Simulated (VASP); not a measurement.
# NdMo (Fd-3m) in VASP: single point with PBE

Aim: the single point of NdMo with PBE.

All numbers are computed with VASP 6.6.1; they aren't measurements. Logs are shortened: lines on timing, memory, paths and dates and some standing lists are left out, and cuts for length are marked.

## (1) The cell of the first run

The structure is cubic, space group Fd-3m (No. 227). The conventional cell has a = 7.049 Å, b = 7.049 Å, c = 7.049 Å, α = 90.00°, β = 90.00°, γ = 90.00°. Within 4.0 Å of Nd (site symmetry -43m) lie 4 Nd at 3.05 Å and 10 Mo at 3.05 to 3.52 Å. Within 4.0 Å of Mo (site symmetry -43m) lie 4 Mo at 3.05 Å and 10 Nd at 3.05 to 3.52 Å.

The cell was generated, and may not be a known phase.

## (2) Single point, PBE

Input file INCAR:

```
SYSTEM = NdMo
PREC = Accurate
ENCUT = 500
EDIFF = 1E-6
ISMEAR = 0
SIGMA = 0.2
LREAL = .FALSE.
LASPH = .TRUE.
NELM = 200
ALGO = Normal
ISIF = 2
LWAVE = .FALSE.
LCHARG = .TRUE.
GGA = PE
LELF = .TRUE.
LVHAR = .TRUE.
NBANDS = 33
GGA_COMPAT = .FALSE.
LMAXMIX = 6
```

Input file KPOINTS:

```
Automatic mesh
0
G
  5 5 5
  0 0 0
```

Input file POSCAR:

```
NdMo
1.0
    0.0000000000      3.5244768669      3.5244768669
    3.5244768669      0.0000000000      3.5244768669
    3.5244768669      3.5244768669      0.0000000000
Nd Mo
2 2
Direct
    0.2500000000      0.2500000000      0.2500000000
    0.0000000000      0.0000000000      0.0000000000
    0.7500000000      0.7500000000      0.7500000000
    0.5000000000      0.5000000000      0.5000000000
```

Potentials or basis: VASP PAW PBE potentials, release 64 (Nd_3, Mo_sv), 4f in core.

Command:

```console
$ cat potpaw_PBE.64/Nd_3/POTCAR potpaw_PBE.64/Mo_sv/POTCAR > POTCAR
$ mpirun -np 1 vasp_std > vasp.out
```

OUTCAR:

```text
SYSTEM = NdMo
   PREC = Accurate
   ENCUT = 500
   EDIFF = 1E-6
   ISMEAR = 0
   LREAL = .FALSE.
   LASPH = .TRUE.
   NELM = 200
   ISIF = 2
   GGA = PE

 ion  position               nearest neighbor table
   1  0.250  0.250  0.250-   2 3.05   2 3.05   2 3.05   4 3.05   4 3.05   4 3.05   4 3.05   2 3.05
                             3 3.52   3 3.52   3 3.52   3 3.52   3 3.52   3 3.52
   2  0.000  0.000  0.000-   3 3.05   3 3.05   3 3.05   1 3.05   1 3.05   1 3.05   3 3.05   1 3.05
                             4 3.52   4 3.52   4 3.52   4 3.52   4 3.52   4 3.52
   3  0.750  0.750  0.750-   4 3.05   4 3.05   4 3.05   2 3.05   2 3.05   2 3.05   4 3.05   2 3.05
                             1 3.52   1 3.52   1 3.52   1 3.52   1 3.52   1 3.52
   4  0.500  0.500  0.500-   1 3.05   1 3.05   1 3.05   3 3.05   3 3.05   3 3.05   3 3.05   1 3.05
                             2 3.52   2 3.52   2 3.52   2 3.52   2 3.52   2 3.52

  LATTYP: Found a face centered cubic cell.
 ALAT       =     7.0489537338

  Lattice vectors:

 A1 = (   0.0000000000,   3.5244768669,   3.5244768669)
 A2 = (   3.5244768669,   0.0000000000,   3.5244768669)
 A3 = (   3.5244768669,   3.5244768669,   0.0000000000)

Analysis of symmetry for initial positions (statically):
=====================================================================
 Subroutine PRICEL returns:
 Original cell was already a primitive cell.

 Routine SETGRP: Setting up the symmetry group for a
 face centered cubic supercell.

 Subroutine GETGRP returns: Found 48 space group operations
 (whereof 24 operations were pure point group operations)
 out of a pool of 48 trial point group operations.

The static configuration has the point symmetry T_d .
 The point group associated with its full space group is O_h .

Analysis of symmetry for dynamics (positions and initial velocities):
=====================================================================
 Subroutine PRICEL returns:
 Original cell was already a primitive cell.

 Routine SETGRP: Setting up the symmetry group for a
 face centered cubic supercell.

 Subroutine GETGRP returns: Found 48 space group operations
 (whereof 24 operations were pure point group operations)
 out of a pool of 48 trial point group operations.

The dynamic configuration has the point symmetry T_d .
 The point group associated with its full space group is O_h .

 Subroutine INISYM returns: Found 48 space group operations
 (whereof 24 operations are pure point group operations),
 and found     1 'primitive' translations

----------------------------------------------------------------------------------------

                                     Primitive cell

  volume of cell :      87.5617

  direct lattice vectors                    reciprocal lattice vectors
     0.000000000  3.524476867  3.524476867    -0.141865025  0.141865025  0.141865025
     3.524476867  0.000000000  3.524476867     0.141865025 -0.141865025  0.141865025
     3.524476867  3.524476867  0.000000000     0.141865025  0.141865025 -0.141865025

  length of vectors
     4.984362985  4.984362985  4.984362985     0.245717432  0.245717432  0.245717432

  position of ions in fractional coordinates (direct lattice)
     0.250000000  0.250000000  0.250000000
     0.000000000  0.000000000  0.000000000
     0.750000000  0.750000000  0.750000000
     0.500000000  0.500000000  0.500000000

  ion indices of the primitive-cell ions
   primitive index   ion index
                 1           1
                 2           2
                 3           3
                 4           4

----------------------------------------------------------------------------------------

 KPOINTS: Automatic mesh

Automatic generation of k-mesh.
 Grid dimensions read from file:
 generate k-points for:    5    5    5

 Generating k-lattice:

  Cartesian coordinates                     Fractional coordinates (reciprocal lattice)
    -0.028373005  0.028373005  0.028373005     0.200000000  0.000000000  0.000000000
     0.028373005 -0.028373005  0.028373005     0.000000000  0.200000000  0.000000000
     0.028373005  0.028373005 -0.028373005     0.000000000  0.000000000  0.200000000

  Length of vectors
     0.049143486  0.049143486  0.049143486

  Shift w.r.t. Gamma in fractional coordinates (k-lattice)
     0.000000000  0.000000000  0.000000000

 Subroutine IBZKPT returns following result:
 ===========================================

 Found     10 irreducible k-points:

 Following reciprocal coordinates:
            Coordinates               Weight
  0.000000  0.000000  0.000000      1.000000
  0.200000  0.000000  0.000000      8.000000
  0.400000  0.000000  0.000000      8.000000
  0.200000  0.200000  0.000000      6.000000
  0.400000  0.200000  0.000000     24.000000
 -0.400000  0.200000  0.000000     24.000000
 -0.200000  0.200000  0.000000     12.000000
  0.400000  0.400000  0.000000      6.000000
 -0.400000  0.400000  0.000000     12.000000
 -0.400000  0.400000  0.200000     24.000000
   k-points           NKPTS =     10   k-points in BZ     NKDIM =     10   number of bands    NBANDS=     33
   number of dos      NEDOS =    301   number of ions     NIONS =      4
   total plane-waves  NPLWV =  46656
   dimension x,y,z NGX =    36 NGY =   36 NGZ =   36
   dimension x,y,z NGXF=    72 NGYF=   72 NGZF=   72
   ions per type =               2   2
   NGX,Y,Z   is equivalent  to a cutoff of  12.01, 12.01, 12.01 a.u.
   NGXF,Y,Z  is equivalent  to a cutoff of  24.01, 24.01, 24.01 a.u.
 SYSTEM =  NdMo
   PREC   = accura    normal or accurate (medium, high low for compatibility)
   ISTART =      0    job   : 0-new  1-cont  2-samecut
   ICHARG =      2    charge: 1-file 2-atom 10-const
   ISPIN  =      1    spin polarized calculation?
   LNONCOLLINEAR =      F non collinear calculations
   LSORBIT =      F    spin-orbit coupling
   LASPH  =      T    aspherical Exc in radial PAW
   ENCUT  =  500.0 eV  36.75 Ry    6.06 a.u.   9.09  9.09  9.09*2*pi/ulx,y,z
   NELM   =    200;   NELMIN=  2; NELMDL= -5     # of ELM steps
   EDIFF  = 0.1E-05   stopping-criterion for ELM
   LREAL  =      F    real-space projection
   EDIFFG = 0.1E-04   stopping-criterion for IOM
   NSW    =      0    number of steps for IOM
   IBRION =     -1    ionic relax: 0-MD 1-quasi-New 2-CG
   NFREE  =      0    steps in history (QN), initial steepest desc. (CG)
   ISIF   =      2    stress and relaxation
   ISYM   =      2    0-nonsym 1-usesym 2-fastsym
   POTIM  = 0.5000    time-step for ionic-motion
   TEBEG  =    0.0;   TEEND  =   0.0 temperature during run
   PSTRESS=    0.0 pullay stress
   NELECT =      50.0000    total number of electrons
   NUPDOWN=      -1.0000    fix difference up-down
   EMIN   =  10.00;   EMAX   =-10.00  energy-range for DOS
   EFERMI =   0.00;   METHOD = LEGACY
   ISMEAR =     0;   SIGMA  =   0.20  broadening in eV -4-tet -1-fermi 0-gaus
   EFERMI_NEDOS =   21; number of points for ismear=-14 and -15
   IALGO  =     38    algorithm
   IMIX   =      4    mixing-type and parameters
     AMIX     =   0.40;   BMIX     =  1.00
     AMIX_MAG =   1.60;   BMIX_MAG =  1.00
  volume/ion in A,a.u.               =      21.89       147.72
  Fermi-wavevector in a.u.,A,eV,Ry     =   1.358189  2.566605 25.098355  1.844677
  Thomas-Fermi vector in A             =   2.485043
   LORBIT       =      0    0 simple, 1 ext, 2 COOP (PROOUT), +10 PAW based schemes
   GGA     = PE    functional components
   LHFCALC =     F    Hartree Fock is set to
   AEXX    =    0.0000 exact exchange contribution
   IVDW    =     0    specifies the selected vdW correction
   LEPSILON=     F    determine dielectric tensor
   LRPA    =     F    only Hartree local field effects (RPA)
 non-spin polarized calculation
 Gauss-broadening in eV      SIGMA  =   0.20
  energy-cutoff  :      500.00
  volume of cell :       87.56
 maximum number of plane-waves:      2232
   NGX = 19   NGY = 19   NGZ = 19

 number of electron      50.0000008 magnetization

 Free energy of the ion-electron system (eV)
  ---------------------------------------------------
  ext. energy  EPLUGINS =         0.00000000
  ---------------------------------------------------
  free energy    TOTEN  =       -28.77171977 eV

  energy without entropy =      -28.65855771  energy(sigma->0) =      -28.71513874

 E-fermi :   6.9695     XC(G=0): -11.6768

 val. band max:        6.9309424245   @ k =   0.2000   0.2000   0.0000
 cond. band min:       7.0095434876   @ k =  -0.4000   0.2000   0.0000
 fundamental gap:      0.0786010631
 Fermi energy:         6.9694840440

 k-point     1 :       0.0000    0.0000    0.0000
  band No.  band energies     occupation
      1     -53.5005      2.00000
      2     -53.4421      2.00000
      3     -30.3426      2.00000
      4     -29.7166      2.00000
      5     -27.6414      2.00000
      6     -27.6414      2.00000
[... 25 lines left out ...]
     32      11.1423      0.00000
     33      12.3748      0.00000

 k-point     2 :       0.2000    0.0000    0.0000
  band No.  band energies     occupation
      1     -53.4964      2.00000
      2     -53.4461      2.00000
      3     -30.3062      2.00000
      4     -29.7639      2.00000
      5     -27.6485      2.00000
      6     -27.6485      2.00000
[... 25 lines left out ...]
     32      11.0789      0.00000
     33      11.0789      0.00000

 k-point     3 :       0.4000    0.0000    0.0000
  band No.  band energies     occupation
      1     -53.4878      2.00000
      2     -53.4547      2.00000
      3     -30.2273      2.00000
      4     -29.8613      2.00000
      5     -27.6590      2.00000
      6     -27.6590      2.00000
[... 25 lines left out ...]
     32      10.2643      0.00000
     33      10.3030      0.00000

 k-point     4 :       0.2000    0.2000    0.0000
  band No.  band energies     occupation
      1     -53.4949      2.00000
      2     -53.4477      2.00000
      3     -30.2918      2.00000
      4     -29.7817      2.00000
      5     -27.6566      2.00000
      6     -27.6566      2.00000
[... 25 lines left out ...]
     32      10.6965      0.00000
     33      11.1425      0.00000

 k-point     5 :       0.4000    0.2000    0.0000
  band No.  band energies     occupation
      1     -53.4869      2.00000
      2     -53.4556      2.00000
      3     -30.2163      2.00000
      4     -29.8729      2.00000
      5     -27.6669      2.00000
      6     -27.6609      2.00000
[... 25 lines left out ...]
     32       9.9155      0.00000
     33      10.8089      0.00000

 k-point     6 :      -0.4000    0.2000    0.0000
  band No.  band energies     occupation
      1     -53.4825      2.00000
      2     -53.4600      2.00000
      3     -30.1737      2.00000
      4     -29.9223      2.00000
      5     -27.6658      2.00000
      6     -27.6585      2.00000
[... 25 lines left out ...]
     32      10.1854      0.00000
     33      10.8551      0.00000

 k-point     7 :      -0.2000    0.2000    0.0000
  band No.  band energies     occupation
      1     -53.4904      2.00000
      2     -53.4522      2.00000
      3     -30.2501      2.00000
      4     -29.8334      2.00000
      5     -27.6572      2.00000
      6     -27.6547      2.00000
[... 25 lines left out ...]
     32       9.8361      0.00000
     33      10.9186      0.00000

 k-point     8 :       0.4000    0.4000    0.0000
  band No.  band energies     occupation
      1     -53.4802      2.00000
      2     -53.4622      2.00000
      3     -30.1468      2.00000
      4     -29.9497      2.00000
      5     -27.6776      2.00000
      6     -27.6776      2.00000
[... 25 lines left out ...]
     32      10.4235      0.00000
     33      10.6837      0.00000

 k-point     9 :      -0.4000    0.4000    0.0000
  band No.  band energies     occupation
      1     -53.4740      2.00000
      2     -53.4685      2.00000
      3     -30.0821      2.00000
      4     -30.0189      2.00000
      5     -27.6770      2.00000
      6     -27.6689      2.00000
[... 25 lines left out ...]
     32      10.5273      0.00000
     33      10.9065      0.00000

 k-point    10 :      -0.4000    0.4000    0.2000
  band No.  band energies     occupation
      1     -53.4785      2.00000
      2     -53.4640      2.00000
      3     -30.1304      2.00000
      4     -29.9688      2.00000
      5     -27.6685      2.00000
      6     -27.6648      2.00000
[... 25 lines left out ...]
     32      10.2990      0.00000
     33      10.8189      0.00000

------------------------ aborting loop because EDIFF is reached ----------------------------------------

  FORCE on cell =-STRESS in cart. coord.  units (eV):
  Direction    XX          YY          ZZ          XY          YZ          ZX
  --------------------------------------------------------------------------------------
  -------------------------------------------------------------------------------------
  Total       -0.0143480     -0.0143480     -0.0143480      0.0000000      0.0000000      0.0000000
  in kB       -0.2625348     -0.2625348     -0.2625348      0.0000000      0.0000000      0.0000000
  external PRESSURE =      -0.2625348 kB  Pullay stress =       0.0000000 kB

 VOLUME and BASIS-vectors are now :
 -----------------------------------------------------------------------------
  energy-cutoff  :      500.00
  volume of cell :       87.56
      direct lattice vectors                 reciprocal lattice vectors
     0.000000000  3.524476867  3.524476867    -0.141865025  0.141865025  0.141865025
     3.524476867  0.000000000  3.524476867     0.141865025 -0.141865025  0.141865025
     3.524476867  3.524476867  0.000000000     0.141865025  0.141865025 -0.141865025

 POSITION                                       TOTAL-FORCE (eV/Angst)
 -----------------------------------------------------------------------------------
      1.76224      1.76224      1.76224        -0.000000     -0.000000     -0.000000
      0.00000      0.00000      0.00000         0.000000      0.000000      0.000000
      5.28672      5.28672      5.28672         0.000000      0.000000      0.000000
      3.52448      3.52448      3.52448        -0.000000     -0.000000     -0.000000
 -----------------------------------------------------------------------------------
    total drift:                                0.000000      0.000000      0.000000

  FREE ENERGIE OF THE ION-ELECTRON SYSTEM (eV)
  ---------------------------------------------------
  free  energy   TOTEN  =       -28.7717197670 eV

  energy  without entropy=      -28.6585577076  energy(sigma->0) =      -28.71513874
```

It took 20 s on 1 thread of AMD EPYC 9R45 (Zen 5), shared host; peak memory 0.18 GiB.

Results:

```yaml
Free_energy: -28.7717 eV
Pressure: 0.0 GPa
Band_gap_on_the_k_mesh: zero (bands 25 and 26 overlap by 0.65 eV)
```

Levels at points of the mesh, in eV from the Fermi level:
```
           k point  band 21  band 22  band 23  band 24  band 25  band 26  band 27  band 28  band 29  band 30
(0.00, 0.00, 0.00)    -0.92    -0.92    -0.49    -0.49    -0.49     1.11     1.11     1.11     1.62     1.62
```

Caveat: spin-orbit coupling is left out, which moves the levels of the heavy elements; the 4f electrons are frozen in the core, so they carry no moment and show no levels. Spin polarisation is off, so any magnetic state and its effect on volume and gap are missing.

The gap in the log of VASP goes by the Fermi energy; the results here count the filled bands.